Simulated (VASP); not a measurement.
Write the native input for VASP 6.6.1 that does the following.

```yaml
Task: single point
Functional: PBE
Potentials_or_basis: VASP PAW PBE potentials, release 64 (Se)
Cutoff: 520 eV
k_mesh: 6 × 6 × 6
Occupations: gaussian, width 0.1 eV
Spin: no spin polarisation
Dipole_correction: no
Further_INCAR_settings: ALGO = Normal; EDIFF = 1e-07; NBANDS = 34
```

The structure of Se lies in POSCAR:

```
Se
1.0
    3.0637092626      1.7688333675      6.4016600740
   -3.0637092626      1.7688333675      6.4016600740
    0.0000000000     -3.5376667350      6.4016600740
Se
8
Direct
    0.5000000000      0.5000000000      0.5000000000
    0.0000000000      0.0000000000      0.0000000000
    0.4883961544      0.2500000000      0.0116038456
    0.0116038456      0.4883961544      0.2500000000
    0.2500000000      0.0116038456      0.4883961544
    0.5116038456      0.7500000000      0.9883961544
    0.9883961544      0.5116038456      0.7500000000
    0.7500000000      0.9883961544      0.5116038456
```

The cell was built from a structure type or drawn by symmetry, and may not be a known phase.

One way to write it, as run:

INCAR

```
PREC = Accurate ; ENCUT = 520
EDIFF = 1E-7 ; ISMEAR = 0
SIGMA = 0.1 ; LREAL = F
LASPH = T ; NELM = 60
ALGO = Normal ; ISIF = 2
LWAVE = F ; LCHARG = T
GGA = PE ; LELF = T
LVHAR = T ; NBANDS = 34
```

KPOINTS

```
Automatic mesh
0
Gamma
  6 6 6
```

Potentials or basis: VASP PAW PBE potentials, release 64 (Se).

Launch:

```sh
$ cat potpaw_PBE.64/Se/POTCAR > POTCAR
$ mpirun -np 1 vasp_std > vasp.out
```

It gave:

The pressure is 0.2 GPa and the largest force is 0.009 eV/Å. The band gap on the k mesh is zero (bands 24 and 25 overlap by 0.71 eV).

Wall time 2.7 min on 1 thread of Intel(R) Xeon(R) 6975P-C (Granite Rapids), on a shared host, peak memory 0.46 GiB.
